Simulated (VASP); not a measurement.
Runs of VASP 6.6.1 on PtS2. The structure is that of space group P-3m1 (No. 164), or close to it. The cells are those of the table. 

```csv
level,cell,k mesh,smearing,grid for exact exchange (PRECFOCK),screening parameter,gap on the mesh (eV),pressure (GPa),largest force (eV/Å)
HSE06,"a = 3.379, b = 3.379, c = 4.873 Å, angles 90.0, 90.0, 120.0°, 3 atoms",6 × 6 × 4,gaussian 0.01 eV,Normal,0.2079 1/Å,0.81,13.7,0.43
r2SCAN,"a = 3.379, b = 3.379, c = 4.873 Å, angles 90.0, 90.0, 120.0°, 3 atoms",12 × 12 × 6,gaussian 0.01 eV,-,-,0.44,17.2,0.04
PBE,"a = 3.553, b = 3.553, c = 5.123 Å, angles 90.0, 90.0, 120.0°, 3 atoms",12 × 12 × 6,fermi-dirac 0.02 eV,-,-,(a),3.2,0.03
PBE,"a = 3.529, b = 3.529, c = 5.089 Å, angles 90.0, 90.0, 120.0°, 3 atoms",12 × 12 × 6,fermi-dirac 0.02 eV,-,-,0.70,4.8,0.04
PBE,"a = 3.700, b = 3.590, c = 5.123 Å, angles 90.0, 90.0, 121.0°, 3 atoms",12 × 12 × 6,fermi-dirac 0.02 eV,-,-,0.54,-0.6,(b)
```

Alike in all rows: task single point; potentials or basis VASP PAW PBE potentials, release 64 (Pt, S); no spin polarisation; cutoff (eV) 520.

Question: Estimate the missing entries.

Answer: (a) 0.71; (b) 0.02.

Caveats: spin-orbit coupling is left out, which moves the levels of the heavy elements; the PAW data sets were made with another functional, which shifts forces and pressure a little (some runs).

A k mesh can miss the band edges, and the runs leave out spin-orbit coupling on Pt.
